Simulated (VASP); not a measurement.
Input of a VASP 6.6.1 run:

The input INCAR:

```
ALGO     = Normal         # electronic algorithm
EDIFF    = 1E-6           # SCF threshold, eV
ENCUT    = 520            # plane-wave cutoff, eV
GGA      = PE             # functional
ISIF     = 2              # what is computed and relaxed
ISMEAR   = 0              # smearing method
ISPIN    = 2              # spin polarisation
LASPH    = True           # aspherical terms in the spheres
LCHARG   = False          # write CHGCAR
LMAXMIX  = 4              # l up to which the mixer works
LORBIT   = 11             # projections on sites
LREAL    = False          # projectors in reciprocal space
LWAVE    = False          # write WAVECAR
MAGMOM   = 0 0 0 1 0 0 0 0 # initial moments
NBANDS   = 45             # bands
NELM     = 150            # most SCF steps
PREC     = Accurate       # precision mode
SIGMA    = 0.1            # smearing width, eV
```

Contents of KPOINTS:

```
k-points
0
Gamma
  6 6 2
```

POSCAR

```
Hf3TiN4
1.0
    3.1761793000      0.0000000000      0.0000000000
    0.0000000000      3.1761793000      0.0000000000
    0.0000000000      0.0000000000      8.9784129000
Hf Ti N
3 1 4
Direct
    0.5000000000      0.5000000000      0.2401400000
    0.0000000000      0.0000000000      0.5000000000
    0.5000000000      0.5000000000      0.7598600000
    0.0000000000      0.0000000000      0.0000000000
    0.0000000000      0.0000000000      0.2461680000
    0.5000000000      0.5000000000      0.5000000000
    0.0000000000      0.0000000000      0.7538320000
    0.5000000000      0.5000000000      0.0000000000
```

Potentials or basis: VASP PAW PBE potentials, release 64 (Hf_pv, Ti_sv, N).

Run with:

```bash
$ cat potpaw_PBE.64/Hf_pv/POTCAR potpaw_PBE.64/Ti_sv/POTCAR potpaw_PBE.64/N/POTCAR > POTCAR
$ mpirun -np 1 vasp_std > vasp.out
```

(1) Predict the largest force.

(2) Estimate the band gap on the k mesh.

(3) What does it give for the net moment?

(4) What does it give for the pressure?

Answers

(1) 0.074 eV/Å.

(2) zero (filled and empty bands overlap).

(3) 0.00 μB per cell.

(4) -1.9 GPa.

Caveat: spin-orbit coupling is left out, which moves the levels of the heavy elements.
